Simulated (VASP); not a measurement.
Wanted: the native input for a VASP 6.6.1 run.

| Property | Result |
| --- | --- |
| Task | single point |
| Functional | PBE |
| Potentials or basis | VASP PAW PBE potentials, release 64 (Ga_d, N) |
| Cutoff | 520 eV |
| k mesh | 6 × 6 × 6 |
| Occupations | gaussian, width 0.01 eV |
| Spin | no spin polarisation |
| Dipole correction | no |
| Further INCAR settings | ALGO = Normal; EDIFF = 1e-07; NBANDS = 16 |

The structure of GaN lies in POSCAR:

```
GaN
1.0
    0.0000000000      2.1085152343      2.1085152343
    2.1085152343      0.0000000000      2.1085152343
    2.1085152343      2.1085152343      0.0000000000
Ga N
1 1
Direct
    0.0000000000      0.0000000000      0.0000000000
    0.5000000000      0.5000000000      0.5000000000
```

The input as run:

INCAR

```
SYSTEM = GaN
PREC = Accurate
ENCUT = 520
EDIFF = 1E-7
ISMEAR = 0
SIGMA = 0.01
LREAL = .False.
LASPH = .True.
NELM = 80
ALGO = Normal
ISIF = 2
LWAVE = .False.
LCHARG = .False.
GGA = PE
NBANDS = 16
```

KPOINTS

```
regular mesh
0
Gamma
  6 6 6
  0 0 0
```

Potentials or basis: VASP PAW PBE potentials, release 64 (Ga_d, N).

The run is started by

```bash
$ cat potpaw_PBE.64/Ga_d/POTCAR potpaw_PBE.64/N/POTCAR > POTCAR
$ mpirun -np 1 vasp_std > vasp.out
```

It gave:

```
Pressure               : 8.9 GPa
Band gap on the k mesh : 0.62 eV (least direct gap 2.83 eV)
```

Caveat: the k points lie up to 0.43 Å⁻¹ apart; the structure was generated, so it needn't be the stable form of GaN; semilocal functionals underestimate gaps, and a narrow one can read as zero.

Run time: 6.1 s on 1 thread of AMD EPYC 7R13 Processor (Zen 3) (shared host), peak memory 0.1 GiB.
